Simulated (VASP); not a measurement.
# Zn2Si3N (R-3m) in VASP: further runs, part 3 of 3

VASP 6.6.1. The steps go on from the part before.

## Step 4: Single point, PBE, collinear spin, ferromagnetic start

This run uses another cell than the first one, of 14.36 Å³/atom.

INCAR

```
PREC     = Accurate       # precision mode
ENCUT    = 520            # plane-wave cutoff, eV
EDIFF    = 1E-7           # SCF threshold, eV
ISMEAR   = 0              # smearing method
SIGMA    = 0.1            # smearing width, eV
LREAL    = False          # projectors in reciprocal space
LASPH    = True           # aspherical terms in the spheres
NELM     = 150            # most SCF steps
ALGO     = Normal         # electronic algorithm
ISIF     = 2              # what is computed and relaxed
LWAVE    = False          # write WAVECAR
LCHARG   = False          # write CHGCAR
ISPIN    = 2              # spin polarisation
MAGMOM   = 0 0 0 0 0 1    # initial moments
LORBIT   = 11             # projections on sites
GGA      = PE             # functional
NBANDS   = 34             # bands
```

KPOINTS

```
Automatic mesh
0
Gamma
  6 6 6
```

POSCAR

```
Zn2Si3N
1.0
    2.4764261800      1.4297653200      4.0555787500
   -2.4764261800      1.4297653200      4.0555787500
    0.0000000000     -2.8595306400      4.0555787500
Zn Si N
2 3 1
Direct
    0.1240085700      0.1240085700      0.1240085700
    0.8759914300      0.8759914300      0.8759914300
    0.5000000000      0.0000000000      0.5000000000
    0.0000000000      0.5000000000      0.5000000000
    0.5000000000      0.5000000000      0.0000000000
    0.5000000000      0.5000000000      0.5000000000
```

Potentials or basis: VASP PAW PBE potentials, release 64 (Zn, Si, N).

Started as:

```console
$ cat potpaw_PBE.64/Zn/POTCAR potpaw_PBE.64/Si/POTCAR potpaw_PBE.64/N/POTCAR > POTCAR
$ mpirun -np 1 vasp_std > vasp.out
```

OUTCAR:

```text
PREC = Accurate
   ENCUT = 520
   EDIFF = 1E-7
   ISMEAR = 0
   LREAL = False
   LASPH = True
   NELM = 150
   ISIF = 2
   ISPIN = 2
   LORBIT = 11
   GGA = PE

 ion  position               nearest neighbor table
   1  0.124  0.124  0.124-   3 2.90   4 2.90   4 2.90   3 2.90   5 2.90   5 2.90   5 2.92   4 2.92
                             3 2.92   2 3.02   2 3.04   2 3.04   2 3.04
   2  0.876  0.876  0.876-   3 2.90   4 2.90   3 2.90   4 2.90   5 2.90   5 2.90   5 2.92   4 2.92
                             3 2.92   1 3.02   1 3.04   1 3.04   1 3.04
   3  0.500  0.000  0.500-   5 2.48   5 2.48   4 2.48   4 2.48   1 2.90   2 2.90   2 2.90   1 2.90
                             1 2.92   2 2.92
   4  0.000  0.500  0.500-   5 2.48   5 2.48   3 2.48   3 2.48   1 2.90   2 2.90   2 2.90   1 2.90
                             1 2.92   2 2.92
   5  0.500  0.500  0.000-   3 2.48   4 2.48   3 2.48   4 2.48   2 2.90   1 2.90   2 2.90   1 2.90
                             1 2.92   2 2.92
   6  0.500  0.500  0.500-

  LATTYP: Found a trigonal (rhomboedric) cell.
 ALAT       =     4.9623214822
 COS(alpha) =     0.5019063842

  Lattice vectors:

 A1 = (   2.4764261800,   1.4297653200,   4.0555787500)
 A2 = (  -2.4764261800,   1.4297653200,   4.0555787500)
 A3 = (   0.0000000000,  -2.8595306400,   4.0555787500)

Analysis of symmetry for initial positions (statically):
=====================================================================
 Subroutine PRICEL returns:
 Original cell was already a primitive cell.

 Routine SETGRP: Setting up the symmetry group for a
 trigonal (rhombohedral) supercell.

 Subroutine GETGRP returns: Found 12 space group operations
 (whereof 12 operations were pure point group operations)
 out of a pool of 12 trial point group operations.

The static configuration has the point symmetry D_3d.

Analysis of symmetry for dynamics (positions and initial velocities):
=====================================================================
 Subroutine PRICEL returns:
 Original cell was already a primitive cell.

 Routine SETGRP: Setting up the symmetry group for a
 trigonal (rhombohedral) supercell.

 Subroutine GETGRP returns: Found 12 space group operations
 (whereof 12 operations were pure point group operations)
 out of a pool of 12 trial point group operations.

The dynamic configuration has the point symmetry D_3d.

Analysis of structural, dynamic, and magnetic symmetry:
=====================================================================
 Subroutine PRICEL returns:
 Original cell was already a primitive cell.

 Routine SETGRP: Setting up the symmetry group for a
 trigonal (rhombohedral) supercell.

 Subroutine GETGRP returns: Found 12 space group operations
 (whereof 12 operations were pure point group operations)
 out of a pool of 12 trial point group operations.

The overall configuration has the point symmetry D_3d.

 Subroutine INISYM returns: Found 12 space group operations
 (whereof 12 operations are pure point group operations),
 and found     1 'primitive' translations

----------------------------------------------------------------------------------------

                                     Primitive cell

  volume of cell :      86.1577

  direct lattice vectors                    reciprocal lattice vectors
     2.476426180  1.429765320  4.055578750     0.201903858  0.116569247  0.082191311
    -2.476426180  1.429765320  4.055578750    -0.201903858  0.116569247  0.082191311
[... 106 lines left out ...]
   EMIN   =  10.00;   EMAX   =-10.00  energy-range for DOS
   EFERMI =   0.00;   METHOD = LEGACY
   ISMEAR =     0;   SIGMA  =   0.10  broadening in eV -4-tet -1-fermi 0-gaus
   EFERMI_NEDOS =   21; number of points for ismear=-14 and -15
   IALGO  =     38    algorithm
   IMIX   =      4    mixing-type and parameters
     AMIX     =   0.40;   BMIX     =  1.00
     AMIX_MAG =   1.60;   BMIX_MAG =  1.00
  volume/ion in A,a.u.               =      14.36        96.90
  Fermi-wavevector in a.u.,A,eV,Ry     =   1.278119  2.415295 22.226325  1.633589
  Thomas-Fermi vector in A             =   2.410680
   LORBIT       =     11    0 simple, 1 ext, 2 COOP (PROOUT), +10 PAW based schemes
   GGA     = PE    functional components
   LHFCALC =     F    Hartree Fock is set to
   AEXX    =    0.0000 exact exchange contribution
   IVDW    =     0    specifies the selected vdW correction
   LEPSILON=     F    determine dielectric tensor
   LRPA    =     F    only Hartree local field effects (RPA)
 spin polarized calculation
 Gauss-broadening in eV      SIGMA  =   0.10
  energy-cutoff  :      520.00
  volume of cell :       86.16
 maximum number of plane-waves:      2332
 NGX is ok and might be reduce to    40
   NGX = 19   NGY = 19   NGZ = 19

 number of electron      40.9999983 magnetization       0.0000081

 number of electron      40.9999983 magnetization      -0.0000068

 Free energy of the ion-electron system (eV)
  ---------------------------------------------------
  ext. energy  EPLUGINS =         0.00000000
  ---------------------------------------------------
  free energy    TOTEN  =       -21.95366393 eV

  energy without entropy =      -21.94143863  energy(sigma->0) =      -21.94755128

 E-fermi :   6.3271     XC(G=0): -11.1234

 val. band max:        6.3230462994   @ k =  -0.1667   0.5000   0.1667
 cond. band min:       6.3343648097   @ k =   0.5000   0.3333   0.3333
 fundamental gap:      0.0113185103
 Fermi energy:         6.3270515850

 spin component 1

 k-point     1 :       0.0000    0.0000    0.0000
  band No.  band energies     occupation
      1      -8.4585      1.00000
      2      -4.0221      1.00000
      3      -1.0547      1.00000
      4      -1.0547      1.00000
      5      -0.9897      1.00000
      6      -0.9897      1.00000
[... 829 lines left out ...]
     31      13.8257      0.00000
     32      14.1171      0.00000

 [... further k-points ...]

 spin component 2

 k-point     1 :       0.0000    0.0000    0.0000
  band No.  band energies     occupation
      1      -8.4585      1.00000
      2      -4.0221      1.00000
      3      -1.0547      1.00000
      4      -1.0547      1.00000
      5      -0.9897      1.00000
      6      -0.9897      1.00000
[... 829 lines left out ...]
     31      13.8256      0.00000
     32      14.1171      0.00000

 [... further k-points ...]

 [bands above 32 left out]

------------------------ aborting loop because EDIFF is reached ----------------------------------------

  FORCE on cell =-STRESS in cart. coord.  units (eV):
  Direction    XX          YY          ZZ          XY          YZ          ZX
  --------------------------------------------------------------------------------------
  -------------------------------------------------------------------------------------
  Total        1.0650010      1.0650010     -5.4123284     -0.0000000     -0.0000000      0.0000000
  in kB       19.8046133     19.8046133   -100.6469205     -0.0000000     -0.0000000      0.0000000
  external PRESSURE =     -20.3458980 kB  Pullay stress =       0.0000000 kB

 VOLUME and BASIS-vectors are now :
 -----------------------------------------------------------------------------
  energy-cutoff  :      520.00
  volume of cell :       86.16
      direct lattice vectors                 reciprocal lattice vectors
     2.476426180  1.429765320  4.055578750     0.201903858  0.116569247  0.082191311
    -2.476426180  1.429765320  4.055578750    -0.201903858  0.116569247  0.082191311
     0.000000000 -2.859530640  4.055578750     0.000000000 -0.233138494  0.082191311

 POSITION                                       TOTAL-FORCE (eV/Angst)
 -----------------------------------------------------------------------------------
      0.00000      0.00000      1.50878        -0.000000     -0.000000      0.075205
      0.00000      0.00000     10.65796        -0.000000      0.000000     -0.075205
      1.23821     -0.71488      4.05558        -0.000000      0.000000      0.000000
     -1.23821     -0.71488      4.05558         0.000000      0.000000      0.000000
      0.00000      1.42977      4.05558         0.000000      0.000000      0.000000
      0.00000      0.00000      6.08337        -0.000000      0.000000     -0.000000
 -----------------------------------------------------------------------------------
    total drift:                               -0.000000     -0.000000      0.000000

  FREE ENERGIE OF THE ION-ELECTRON SYSTEM (eV)
  ---------------------------------------------------
  free  energy   TOTEN  =       -21.9536639296 eV

  energy  without entropy=      -21.9414386343  energy(sigma->0) =      -21.94755128

 total charge

# of ion       s       p       d       tot
------------------------------------------
    1        0.622   0.279   9.761  10.662
    2        0.622   0.279   9.761  10.662
    3        0.837   0.711   0.000   1.548
    4        0.837   0.711   0.000   1.548
    5        0.837   0.711   0.000   1.548
    6        1.344   2.092   0.000   3.436
--------------------------------------------------
tot          5.098   4.784  19.522  29.404

 magnetization (x)

# of ion       s       p       d       tot
------------------------------------------
    1       -0.000  -0.000  -0.000  -0.000
    2       -0.000  -0.000  -0.000  -0.000
    3       -0.000   0.000   0.000  -0.000
    4       -0.000   0.000   0.000  -0.000
    5       -0.000   0.000   0.000  -0.000
    6       -0.000   0.000   0.000  -0.000
--------------------------------------------------
tot         -0.000   0.000  -0.000  -0.000
```

It took 2.4 min on 1 thread of Intel Xeon 6975P-C (Granite Rapids), shared host; peak memory 0.37 GiB.

What came out:

* Free energy: -21.9537 eV
* Pressure: -2.0 GPa
* Largest force: 0.075 eV/Å
* Net moment: 0.00 μB per cell
* Valence electrons inside the program's atomic spheres: Zn 10.66; Si 1.55; N 3.44

Forces on the atoms (eV/Å):
```
Zn   0.000  0.000  0.075
Zn   0.000  0.000 -0.075
Si   0.000  0.000  0.000
Si   0.000  0.000  0.000
Si   0.000  0.000  0.000
N    0.000  0.000  0.000
```

Stress tensor (GPa, compression positive):
```
  1.98   0.00   0.00
  0.00   1.98   0.00
  0.00   0.00 -10.06
```

Levels at points of the mesh, in eV from the Fermi level:
Spin up:
| k point | band 18 | band 19 | band 20 | band 21 | band 22 | band 23 | band 24 | band 25 |
| --- | --- | --- | --- | --- | --- | --- | --- | --- |
| (0.00, 0.00, 0.00) | -4.04 | -3.01 | -1.60 | -1.60 | 0.16 | 1.32 | 1.32 | 1.50 |
| (0.50, 0.00, 0.00) | -1.82 | -1.35 | -0.09 | 0.42 | 0.46 | 0.84 | 1.81 | 3.51 |
| (0.50, 0.50, 0.00) | -1.57 | -0.76 | -0.36 | 1.03 | 1.56 | 2.19 | 2.45 | 2.61 |
| (0.50, 0.50, 0.50) | -3.37 | -2.53 | -1.62 | -0.57 | -0.57 | 1.96 | 1.96 | 4.26 |
Spin down:
```csv
k point,band 17,band 18,band 19,band 20,band 21,band 22,band 23,band 24,band 25,band 26
"(0.00, 0.00, 0.00)",-4.04,-4.04,-3.01,-1.60,-1.60,0.16,1.32,1.32,1.50,3.37
"(0.50, 0.00, 0.00)",-4.00,-1.82,-1.35,-0.09,0.42,0.46,0.84,1.81,3.51,3.55
"(0.50, 0.50, 0.00)",-1.76,-1.57,-0.76,-0.36,1.03,1.56,2.19,2.45,2.61,4.81
"(0.50, 0.50, 0.50)",-3.93,-3.37,-2.53,-1.62,-0.57,-0.57,1.96,1.96,4.26,4.88
```

Caveat: the stress differs along the axes, from -10 to 2 GPa.
